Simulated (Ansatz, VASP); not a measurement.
# ZnS in VASP and in Ansatz

```
CELL_PARAMETERS angstrom
0.00000 2.70200 2.70200
2.70200 0.00000 2.70200
2.70200 2.70200 0.00000
ATOMIC_POSITIONS crystal
Zn 0.75000 0.75000 0.75000
S 0.00000 0.00000 0.00000
```

Alike in both runs: functional BLYP; k mesh 9 × 9 × 9; occupations fermi-dirac, width 0.05 eV; no spin polarisation.

|  | VASP | Ansatz |
| --- | --- | --- |
| version | VASP 6.6.1 | Ansatz 0.2.0 |
| potentials or method | VASP PAW PBE potentials, release 64 (Zn, S), cutoff 520 eV | all-electron LAPW, scalar-relativistic |
| task | single point | band structure |

VASP gave:

* gap on the k mesh at the Fermi level (eV): 2.13
* least direct gap on the mesh (eV): 2.13
* pressure (GPa): 5.5

Task: What did Ansatz give for the same quantities?

Result: gap on the k mesh at the Fermi level (eV): 2.09; least direct gap on the mesh (eV): 2.09; pressure (GPa): 5.4.

VASP's potentials were made for PBE, not for BLYP. Ansatz ran all-electron here, and VASP with PAW potentials.
